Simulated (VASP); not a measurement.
Ta3BeAl: single point with PBE

Ta3BeAl:

```
Ta Be Al
1.0
     4.66113    0.00000    0.00000
     0.00000    4.66113    0.00000
     0.00000    0.00000    4.66113
Ta Be Al
3 1 1
Direct
  0.00000 0.50000 0.50000
  0.50000 0.00000 0.50000
  0.50000 0.50000 0.00000
  0.00000 0.00000 0.00000
  0.50000 0.50000 0.50000
```

```
Program             : VASP 6.6.1
Task                : single point
Functional          : PBE
Potentials or basis : VASP PAW PBE potentials, release 64 (Ta_pv, Be, Al)
Cutoff              : 520 eV
k mesh              : 8 × 8 × 8
Occupations         : gaussian, width 0.1 eV
Spin                : no spin polarisation
```

* Pressure: 0.0 GPa
* Band gap on the k mesh: zero (band 19 reaches 4.09 eV, above the bottom of band 20 at 3.99 eV)

Levels at points of the mesh, in eV from the Fermi level:
| k point | band 15 | band 16 | band 17 | band 18 | band 19 | band 20 | band 21 | band 22 | band 23 | band 24 |
| --- | --- | --- | --- | --- | --- | --- | --- | --- | --- | --- |
| (0.00, 0.00, 0.00) | -1.86 | -1.86 | -0.15 | -0.15 | -0.15 | 1.19 | 1.19 | 1.58 | 1.58 | 1.58 |
| (0.50, 0.00, 0.00) | -1.64 | -1.64 | -1.46 | -1.46 | -0.34 | 0.44 | 0.93 | 1.21 | 1.24 | 1.24 |
| (0.50, 0.50, 0.00) | -1.44 | -1.44 | -1.25 | -0.66 | -0.66 | 0.38 | 0.38 | 0.49 | 1.29 | 1.75 |
| (0.50, 0.50, 0.50) | -0.74 | -0.74 | -0.74 | 0.06 | 0.06 | 0.06 | 0.32 | 0.32 | 0.32 | 2.28 |

It took 46 s on 1 thread of AMD EPYC 9R45 96-Core Processor (Zen 5), with other jobs on the host, peak memory 0.23 GiB.

Caveat: spin-orbit coupling is left out, which moves the levels of the heavy elements.
